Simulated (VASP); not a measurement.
# LiCl in VASP: a series of runs

LiCl is run at these levels: PBE, r2SCAN; tasks: single point.

Everything below comes from runs of VASP 6.6.1. Logs are shortened: lines on timing, memory, paths and dates and some standing lists are left out, and cuts for length are marked.

## 1. The cell of the first run

It takes space group Immm (No. 71, orthorhombic). Conventional cell: a = 3.552 Å, b = 3.677 Å, c = 5.112 Å, α = 90.00°, β = 90.00°, γ = 90.00°. Within 3.4 Å of Li (site symmetry mmm) lie 6 Cl at 2.56 Å. Cl (site symmetry mmm) has 6 Li at 2.56 Å within 3.4 Å.

## 2. Single point, PBE (shear xy strain +3.5%)

INCAR

```
SYSTEM = LiCl
ALGO = Normal
EDIFF = 1E-6
ENCUT = 520
GGA = PE
ISIF = 2
ISMEAR = -1
LASPH = .True.
LCHARG = .True.
LELF = .True.
LREAL = .False.
LVHAR = .True.
LWAVE = .False.
NBANDS = 12
NELM = 100
PREC = Accurate
SIGMA = 0.02
```

KPOINTS

```
k-points
0
Gamma
  8 8 8
  0 0 0
```

POSCAR

```
LiCl
1.0
    0.0443470373      2.5560252063      2.5560252063
    2.5560252063      0.0443470373      2.5560252063
    2.6003722436      2.6003722436      0.0000000000
Li Cl
1 1
Direct
    0.0000000000      0.0000000000      0.0000000000
    0.5000000000      0.5000000000      0.5000000000
```

Potentials or basis: VASP PAW PBE potentials, release 64 (Li_sv, Cl).

The run is started by

```bash
$ cat potpaw_PBE.64/Li_sv/POTCAR potpaw_PBE.64/Cl/POTCAR > POTCAR
$ mpirun -np 1 vasp_std > vasp.out
```

OUTCAR:

```text
SYSTEM = LiCl
   EDIFF = 1E-6
   ENCUT = 520
   GGA = PE
   ISIF = 2
   ISMEAR = -1
   LASPH = .True.
   LREAL = .False.
   NELM = 100
   PREC = Accurate

 ion  position               nearest neighbor table
   1  0.000  0.000  0.000-   2 2.56   2 2.56   2 2.56   2 2.56   2 2.56   2 2.56
   2  0.500  0.500  0.500-   1 2.56   1 2.56   1 2.56   1 2.56   1 2.56   1 2.56

  LATTYP: Found a body centered orthorhombic cell.
 ALAT       =     3.5520493309
 B/A-ratio  =     1.0353126749
 C/A-ratio  =     1.4391833942

  Lattice vectors:

 A1 = (   2.5560252063,   0.0443470373,  -2.5560252063)
 A2 = (  -2.5560252063,  -0.0443470373,  -2.5560252063)
 A3 = (   0.0443470373,   2.5560252063,   2.5560252063)

Analysis of symmetry for initial positions (statically):
=====================================================================
 Subroutine PRICEL returns:
 Original cell was already a primitive cell.

 Routine SETGRP: Setting up the symmetry group for a
 body centered orthorhombic supercell.

 Subroutine GETGRP returns: Found  8 space group operations
 (whereof  8 operations were pure point group operations)
 out of a pool of  8 trial point group operations.

The static configuration has the point symmetry D_2h.

Analysis of symmetry for dynamics (positions and initial velocities):
=====================================================================
 Subroutine PRICEL returns:
 Original cell was already a primitive cell.

 Routine SETGRP: Setting up the symmetry group for a
 body centered orthorhombic supercell.

 Subroutine GETGRP returns: Found  8 space group operations
 (whereof  8 operations were pure point group operations)
 out of a pool of  8 trial point group operations.

The dynamic configuration has the point symmetry D_2h.

 Subroutine INISYM returns: Found  8 space group operations
 (whereof  8 operations are pure point group operations),
 and found     1 'primitive' translations

----------------------------------------------------------------------------------------

                                     Primitive cell

  volume of cell :      33.3883

  direct lattice vectors                    reciprocal lattice vectors
     0.044347037  2.556025206  2.556025206    -0.199070090  0.199070090  0.195616224
     2.556025206  0.044347037  2.556025206     0.199070090 -0.199070090  0.195616224
     2.600372244  2.600372244  0.000000000     0.192280163  0.192280163 -0.195616224

  length of vectors
     3.615037534  3.615037534  3.677481694     0.342817020  0.342817020  0.334976163

  position of ions in fractional coordinates (direct lattice)
     0.000000000  0.000000000  0.000000000
     0.500000000  0.500000000  0.500000000

  ion indices of the primitive-cell ions
   primitive index   ion index
                 1           1
                 2           2

----------------------------------------------------------------------------------------

 KPOINTS: k-points

Automatic generation of k-mesh.
 Grid dimensions read from file:
 generate k-points for:    8    8    8

 Generating k-lattice:

  Cartesian coordinates                     Fractional coordinates (reciprocal lattice)
    -0.024883761  0.024883761  0.024452028     0.125000000 -0.000000000  0.000000000
     0.024883761 -0.024883761  0.024452028    -0.000000000  0.125000000  0.000000000
     0.024035020  0.024035020 -0.024452028    -0.000000000 -0.000000000  0.125000000

  Length of vectors
     0.042852127  0.042852127  0.041872020

  Shift w.r.t. Gamma in fractional coordinates (k-lattice)
     0.000000000  0.000000000  0.000000000

 Subroutine IBZKPT returns following result:
 ===========================================

 Found     95 irreducible k-points:

 Following reciprocal coordinates:
            Coordinates               Weight
  0.000000  0.000000  0.000000      1.000000
  0.125000 -0.000000  0.000000      4.000000
  0.250000 -0.000000  0.000000      4.000000
  0.375000 -0.000000  0.000000      4.000000
  0.500000 -0.000000  0.000000      2.000000
  0.125000  0.125000  0.000000      2.000000
[... 16 lines left out ...]
  0.125000 -0.000000  0.125000      4.000000
  0.250000 -0.000000  0.125000      8.000000
 [... further k-points ...]
   k-points           NKPTS =     95   k-points in BZ     NKDIM =     95   number of bands    NBANDS=     12
   number of dos      NEDOS =    301   number of ions     NIONS =      2
   total plane-waves  NPLWV =  21952
   dimension x,y,z NGX =    28 NGY =   28 NGZ =   28
   dimension x,y,z NGXF=    56 NGYF=   56 NGZF=   56
   ions per type =               1   1
   NGX,Y,Z   is equivalent  to a cutoff of  12.88, 12.88, 12.66 a.u.
   NGXF,Y,Z  is equivalent  to a cutoff of  25.75, 25.75, 25.32 a.u.
 SYSTEM =  LiCl
   PREC   = accura    normal or accurate (medium, high low for compatibility)
   ISTART =      0    job   : 0-new  1-cont  2-samecut
   ICHARG =      2    charge: 1-file 2-atom 10-const
   ISPIN  =      1    spin polarized calculation?
   LNONCOLLINEAR =      F non collinear calculations
   LSORBIT =      F    spin-orbit coupling
   LASPH  =      T    aspherical Exc in radial PAW
   ENCUT  =  520.0 eV  38.22 Ry    6.18 a.u.   6.72  6.72  6.84*2*pi/ulx,y,z
   NELM   =    100;   NELMIN=  2; NELMDL= -5     # of ELM steps
   EDIFF  = 0.1E-05   stopping-criterion for ELM
   LREAL  =      F    real-space projection
   EDIFFG = 0.1E-04   stopping-criterion for IOM
   NSW    =      0    number of steps for IOM
   IBRION =     -1    ionic relax: 0-MD 1-quasi-New 2-CG
   NFREE  =      0    steps in history (QN), initial steepest desc. (CG)
   ISIF   =      2    stress and relaxation
   ISYM   =      2    0-nonsym 1-usesym 2-fastsym
   POTIM  = 0.5000    time-step for ionic-motion
   TEBEG  =    0.0;   TEEND  =   0.0 temperature during run
   PSTRESS=    0.0 pullay stress
   NELECT =      10.0000    total number of electrons
   NUPDOWN=      -1.0000    fix difference up-down
   EMIN   =  10.00;   EMAX   =-10.00  energy-range for DOS
   EFERMI =   0.00;   METHOD = LEGACY
   ISMEAR =    -1;   SIGMA  =   0.02  broadening in eV -4-tet -1-fermi 0-gaus
   EFERMI_NEDOS =   21; number of points for ismear=-14 and -15
   IALGO  =     38    algorithm
   IMIX   =      4    mixing-type and parameters
     AMIX     =   0.40;   BMIX     =  1.00
     AMIX_MAG =   1.60;   BMIX_MAG =  1.00
  volume/ion in A,a.u.               =      16.69       112.66
  Fermi-wavevector in a.u.,A,eV,Ry     =   1.095326  2.069865 16.323432  1.199738
  Thomas-Fermi vector in A             =   2.231647
   LORBIT       =      0    0 simple, 1 ext, 2 COOP (PROOUT), +10 PAW based schemes
   GGA     = PE    functional components
   LHFCALC =     F    Hartree Fock is set to
   AEXX    =    0.0000 exact exchange contribution
   IVDW    =     0    specifies the selected vdW correction
   LEPSILON=     F    determine dielectric tensor
   LRPA    =     F    only Hartree local field effects (RPA)
 non-spin polarized calculation
  energy-cutoff  :      520.00
  volume of cell :       33.39
 maximum number of plane-waves:       918
   NGX = 13   NGY = 13   NGZ = 13

 number of electron      10.0000002 magnetization

 Free energy of the ion-electron system (eV)
  ---------------------------------------------------
  ext. energy  EPLUGINS =         0.00000000
  ---------------------------------------------------
  free energy    TOTEN  =        -7.38128095 eV

  energy without entropy =       -7.38128095  energy(sigma->0) =       -7.38128095

 E-fermi :   1.2683     XC(G=0):  -8.7765

 val. band max:        0.7696409802   @ k =   0.0000   0.0000   0.0000
 cond. band min:       7.0551407520   @ k =   0.0000   0.0000   0.0000
 fundamental gap:      6.2854997718
 Fermi energy:         1.2682908899

 k-point     1 :       0.0000    0.0000    0.0000
  band No.  band energies     occupation
      1     -42.8474      2.00000
      2     -12.7736      2.00000
      3       0.5582      2.00000
      4       0.6573      2.00000
      5       0.7696      2.00000
      6       7.0551      0.00000
      7      12.3252      0.00000
      8      12.6149      0.00000
      9      12.9016      0.00000
     10      15.1961      0.00000
     11      15.2295      0.00000
     12      15.3204      0.00000

 k-point     2 :       0.1250   -0.0000    0.0000
  band No.  band energies     occupation
      1     -42.8470      2.00000
      2     -12.6925      2.00000
      3       0.1864      2.00000
      4       0.5181      2.00000
      5       0.6473      2.00000
      6       7.5098      0.00000
      7      11.9565      0.00000
      8      12.2981      0.00000
      9      12.6034      0.00000
     10      13.6328      0.00000
     11      13.8137      0.00000
     12      15.6909      0.00000

 k-point     3 :       0.2500   -0.0000    0.0000
  band No.  band energies     occupation
      1     -42.8459      2.00000
      2     -12.4852      2.00000
      3      -0.8983      2.00000
      4       0.4273      2.00000
      5       0.5303      2.00000
      6       7.8827      0.00000
      7      11.1868      0.00000
      8      11.3780      0.00000
      9      11.8013      0.00000
     10      14.4138      0.00000
     11      14.7767      0.00000
     12      16.2259      0.00000

 k-point     4 :       0.3750   -0.0000    0.0000
  band No.  band energies     occupation
      1     -42.8448      2.00000
      2     -12.2589      2.00000
      3      -1.8218      2.00000
      4       0.3443      2.00000
      5       0.4250      2.00000
      6       7.5481      0.00000
      7      10.2627      0.00000
      8      10.4741      0.00000
      9      13.0424      0.00000
     10      16.2316      0.00000
     11      16.6064      0.00000
     12      16.9275      0.00000

 k-point     5 :       0.5000   -0.0000    0.0000
  band No.  band energies     occupation
      1     -42.8443      2.00000
      2     -12.1585      2.00000
      3      -2.1773      2.00000
      4       0.3120      2.00000
      5       0.3837      2.00000
      6       7.3426      0.00000
      7       9.9411      0.00000
      8      10.1623      0.00000
      9      13.8835      0.00000
     10      17.5447      0.00000
     11      17.7102      0.00000
     12      18.0534      0.00000
[... 228 lines left out ...]
      1     -42.8437      2.00000
      2     -11.9395      2.00000
      3      -2.2797      2.00000
      4      -0.6134      2.00000
      5      -0.2974      2.00000
      6       8.4934      0.00000
      7       9.0219      0.00000
      8      13.1853      0.00000
      9      14.7838      0.00000
     10      14.9461      0.00000
     11      17.7425      0.00000
     12      19.3333      0.00000

 k-point    22 :       0.0000    0.0000    0.1250
  band No.  band energies     occupation
      1     -42.8470      2.00000
      2     -12.7000      2.00000
      3       0.0654      2.00000
      4       0.5922      2.00000
      5       0.7267      2.00000
      6       7.5198      0.00000
      7      11.6937      0.00000
      8      12.4522      0.00000
      9      12.7368      0.00000
     10      13.7573      0.00000
     11      13.9686      0.00000
     12      15.7343      0.00000

 k-point    23 :       0.1250   -0.0000    0.1250
  band No.  band energies     occupation
      1     -42.8469      2.00000
      2     -12.6694      2.00000
      3       0.1675      2.00000
      4       0.4726      2.00000
      5       0.4955      2.00000
      6       7.7636      0.00000
      7      11.5874      0.00000
      8      12.1856      0.00000
      9      12.7135      0.00000
     10      12.7355      0.00000
     11      15.5670      0.00000
     12      16.1532      0.00000

 k-point    24 :       0.2500   -0.0000    0.1250
  band No.  band energies     occupation
      1     -42.8460      2.00000
      2     -12.4994      2.00000
      3      -0.6244      2.00000
      4       0.2835      2.00000
      5       0.3601      2.00000
      6       8.4084      0.00000
      7      10.8881      0.00000
      8      11.0457      0.00000
      9      12.3000      0.00000
     10      13.4083      0.00000
     11      15.5859      0.00000
     12      16.8425      0.00000

 [... further k-points ...]
[... 5 lines left out ...]
  --------------------------------------------------------------------------------------
  -------------------------------------------------------------------------------------
  Total        0.1434038      0.1434038      0.1307409     -0.1871434      0.0000000      0.0000000
  in kB        6.8813985      6.8813985      6.2737519     -8.9802897      0.0000000      0.0000000
  external PRESSURE =       6.6788496 kB  Pullay stress =       0.0000000 kB

 VOLUME and BASIS-vectors are now :
 -----------------------------------------------------------------------------
  energy-cutoff  :      520.00
  volume of cell :       33.39
      direct lattice vectors                 reciprocal lattice vectors
     0.044347037  2.556025206  2.556025206    -0.199070090  0.199070090  0.195616224
     2.556025206  0.044347037  2.556025206     0.199070090 -0.199070090  0.195616224
     2.600372244  2.600372244  0.000000000     0.192280163  0.192280163 -0.195616224

 POSITION                                       TOTAL-FORCE (eV/Angst)
 -----------------------------------------------------------------------------------
      0.00000      0.00000      0.00000        -0.000000      0.000000      0.000000
      2.60037      2.60037      2.55603         0.000000     -0.000000     -0.000000
 -----------------------------------------------------------------------------------
    total drift:                                0.000000      0.000000      0.000000

  FREE ENERGIE OF THE ION-ELECTRON SYSTEM (eV)
  ---------------------------------------------------
  free  energy   TOTEN  =        -7.3812809458 eV

  energy  without entropy=       -7.3812809458  energy(sigma->0) =       -7.38128095
```

It took 35 s on 1 thread of AMD EPYC 7R43 (Zen 3), shared host; peak memory 0.13 GiB.

What came out:

| Property | Result |
| --- | --- |
| Free energy | -7.3813 eV |
| Band gap on the k mesh | 6.29 eV, direct |

Caveat: the cell differs from its parent crystal (shear xy strain +3.5%); the cutoff is under 1.25 times the usual one of these potentials, so pressure, stress and relaxed cells hold a basis-set (Pulay) error.

(Continued in part 2 of 2.)
